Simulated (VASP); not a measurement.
# B (Fd-3m) in VASP: further runs, part 2 of 2

VASP 6.6.1. Earlier steps stand in the parts before.

### Step 4. Density of states, PBE

This run uses another cell than the first one, of 8.31 Å³/atom, 2.500 times its volume.

The input, POSCAR:

```
B
1.0
    0.0000000000      2.0255472738      2.0255472738
    2.0255472738      0.0000000000      2.0255472738
    2.0255472738      2.0255472738      0.0000000000
B
2
Direct
   -0.1250000000     -0.1250000000     -0.1250000000
    0.1250000000      0.1250000000      0.1250000000
```

The input, INCAR.step1:

```
ALGO = Normal
EDIFF = 1E-6
ENCUT = 520
GGA = PE
ISIF = 2
ISMEAR = -1
LASPH = T
LCHARG = T
LREAL = F
LWAVE = F
NBANDS = 10
NELM = 60
PREC = Accurate
SIGMA = 0.05
```

The input, KPOINTS.step1:

```
k-points
0
Gamma
  18 18 18
```

The input, INCAR.step2:

```
ALGO = Normal
EDIFF = 1E-6
ENCUT = 520
GGA = PE
ICHARG = 11
ISIF = 2
ISMEAR = -5
LASPH = T
LCHARG = F
LORBIT = 10
LREAL = F
LWAVE = F
NBANDS = 10
NEDOS = 1001
NELM = 60
PREC = Accurate
SIGMA = 0.05
```

The input, KPOINTS.step2:

```
k-points
0
Gamma
  27 27 27
```

Potentials or basis: VASP PAW PBE potentials, release 64 (B).

The run is started by

```
$ cat potpaw_PBE.64/B/POTCAR > POTCAR
$ cp INCAR.step1 INCAR
$ cp KPOINTS.step1 KPOINTS
$ mpirun -np 1 vasp_std > vasp.out
$ cp INCAR.step2 INCAR
$ cp KPOINTS.step2 KPOINTS
$ mpirun -np 1 vasp_std > vasp.out
```

OUTCAR:

```text
EDIFF = 1E-6
   ENCUT = 520
   GGA = PE
   ICHARG = 11
   ISIF = 2
   ISMEAR = -5
   LASPH = T
   LORBIT = 10
   LREAL = F
   NELM = 60
   PREC = Accurate

 ion  position               nearest neighbor table
   1  0.875  0.875  0.875-   2 1.75   2 1.75   2 1.75   2 1.75
   2  0.125  0.125  0.125-   1 1.75   1 1.75   1 1.75   1 1.75

  LATTYP: Found a face centered cubic cell.
 ALAT       =     4.0510945476

  Lattice vectors:

 A1 = (   0.0000000000,   2.0255472738,   2.0255472738)
 A2 = (   2.0255472738,   0.0000000000,   2.0255472738)
 A3 = (   2.0255472738,   2.0255472738,   0.0000000000)

Analysis of symmetry for initial positions (statically):
=====================================================================
 Subroutine PRICEL returns:
 Original cell was already a primitive cell.

 Routine SETGRP: Setting up the symmetry group for a
 face centered cubic supercell.

 Subroutine GETGRP returns: Found 48 space group operations
 (whereof 12 operations were pure point group operations)
 out of a pool of 48 trial point group operations.

The static configuration has the point symmetry D_3d.
[... 176 lines left out ...]
      3       7.7893      0.00000
      4       7.7893      0.00000
      5      11.9346      0.00000
      6      11.9346      0.00000
      7      11.9346      0.00000
      8      20.2880      0.00000
      9      22.5366      0.00000
     10      26.7329      0.00000
[... 287 lines left out ...]
 k-point    24 :       0.3704    0.0370    0.0000
  band No.  band energies     occupation
      1      -6.3564      2.00000
      2      -0.4034      2.00000
      3       5.5161      0.00000
      4       5.7870      0.00000
      5      13.8117      0.00000
      6      14.3119      0.00000
      7      15.4024      0.00000
      8      19.6706      0.00000
      9      24.0387      0.00000
     10      24.8330      0.00000

 [... further k-points ...]
[... 5 lines left out ...]
  --------------------------------------------------------------------------------------
  -------------------------------------------------------------------------------------
  Total        0.0055301      0.0055301      0.0055301     -0.0000000     -0.0000000      0.0000000
  in kB        0.5330770      0.5330770      0.5330770     -0.0000000     -0.0000000      0.0000000
  external PRESSURE =       0.5330770 kB  Pullay stress =       0.0000000 kB

 VOLUME and BASIS-vectors are now :
 -----------------------------------------------------------------------------
  energy-cutoff  :      520.00
  volume of cell :       16.62
      direct lattice vectors                 reciprocal lattice vectors
     0.000000000  2.025547274  2.025547274    -0.246846868  0.246846868  0.246846868
     2.025547274  0.000000000  2.025547274     0.246846868 -0.246846868  0.246846868
     2.025547274  2.025547274  0.000000000     0.246846868  0.246846868 -0.246846868

 POSITION                                       TOTAL-FORCE (eV/Angst)
 -----------------------------------------------------------------------------------
      3.54471      3.54471      3.54471        -0.000000     -0.000000     -0.000000
      0.50639      0.50639      0.50639         0.000000      0.000000      0.000000
 -----------------------------------------------------------------------------------
    total drift:                                0.000000      0.000000      0.000000

  FREE ENERGIE OF THE ION-ELECTRON SYSTEM (eV)
  ---------------------------------------------------
  free  energy   TOTEN  =       -11.5159650167 eV

  energy  without entropy=      -11.5159650167  energy(sigma->0) =      -11.51596502

 total charge

# of ion       s       p       d       tot
------------------------------------------
    1        0.761   1.119   0.000   1.880
    2        0.761   1.119   0.000   1.880
--------------------------------------------------
tot          1.521   2.239   0.000   3.760
```

OUTCAR.step1:

```text
EDIFF = 1E-6
   ENCUT = 520
   GGA = PE
   ISIF = 2
   ISMEAR = -1
[... 535 lines left out ...]
 -----------------------------------------------------------------------------------
      3.54471      3.54471      3.54471         0.000000     -0.000000      0.000000
      0.50639      0.50639      0.50639        -0.000000      0.000000     -0.000000
 -----------------------------------------------------------------------------------
    total drift:                                0.000000      0.000000      0.000000

  FREE ENERGIE OF THE ION-ELECTRON SYSTEM (eV)
  ---------------------------------------------------
  free  energy   TOTEN  =       -11.5183485986 eV

  energy  without entropy=      -11.5101334918  energy(sigma->0) =      -11.51424105
```

It took 25 s on 1 thread of Intel Xeon 6975P-C (Granite Rapids), shared host; peak memory 0.19 GiB.

What came out:

```
Valence electrons inside the program's atomic spheres : B 1.88
```

Levels at points of the mesh, in eV from the Fermi level:
| k point | band 1 | band 2 | band 3 | band 4 | band 5 | band 6 | band 7 |
| --- | --- | --- | --- | --- | --- | --- | --- |
| (0.00, 0.00, 0.00) | -12.88 | 4.03 | 4.03 | 4.03 | 8.18 | 8.18 | 8.18 |

Caveat: tetrahedron occupations give inexact forces and stress in metals.

### Step 5. Density of states, PBE

This run uses another cell than the first one, of 8.31 Å³/atom, 2.500 times its volume.

POSCAR is that of step 4.

The input, INCAR.step1:

```
SYSTEM = B
PREC = Accurate
ENCUT = 520
EDIFF = 1E-7
ISMEAR = -1
SIGMA = 0.05
LREAL = .FALSE.
LASPH = .TRUE.
NELM = 80
ALGO = Normal
ISIF = 2
LWAVE = .FALSE.
LCHARG = .TRUE.
GGA = PE
NBANDS = 10
```

The input, KPOINTS.step1:

```
Automatic mesh
0
G
  18 18 18
  0 0 0
```

The input, INCAR.step2:

```
SYSTEM = B
PREC = Accurate
ENCUT = 520
EDIFF = 1E-7
ISMEAR = -5
SIGMA = 0.05
LREAL = .FALSE.
LASPH = .TRUE.
NELM = 80
ALGO = Normal
ISIF = 2
LWAVE = .FALSE.
LCHARG = .FALSE.
GGA = PE
LORBIT = 11
NEDOS = 1001
ICHARG = 11
```

The input, KPOINTS.step2:

```
Automatic mesh
0
G
  27 27 27
  0 0 0
```

The run is started by

```
$ cat potpaw_PBE.64/B/POTCAR > POTCAR
$ cp INCAR.step1 INCAR
$ cp KPOINTS.step1 KPOINTS
$ mpirun -np 1 vasp_std > vasp.out
$ cp INCAR.step2 INCAR
$ cp KPOINTS.step2 KPOINTS
$ mpirun -np 1 vasp_std > vasp.out
```

Run time: 21 s. Hardware: 1 thread of Intel Xeon 6975P-C (Granite Rapids), shared host; peak memory 0.17 GiB.

Results (log left out):

```yaml
Valence_electrons_inside_the_program's_atomic_spheres: B 1.88
```

Levels at points of the mesh, in eV from the Fermi level:
```
           k point  band 1  band 2  band 3  band 4  band 5  band 6
(0.00, 0.00, 0.00)  -12.88    4.03    4.03    4.03    8.18    8.18
```

Caveat: tetrahedron occupations give inexact forces and stress in metals.
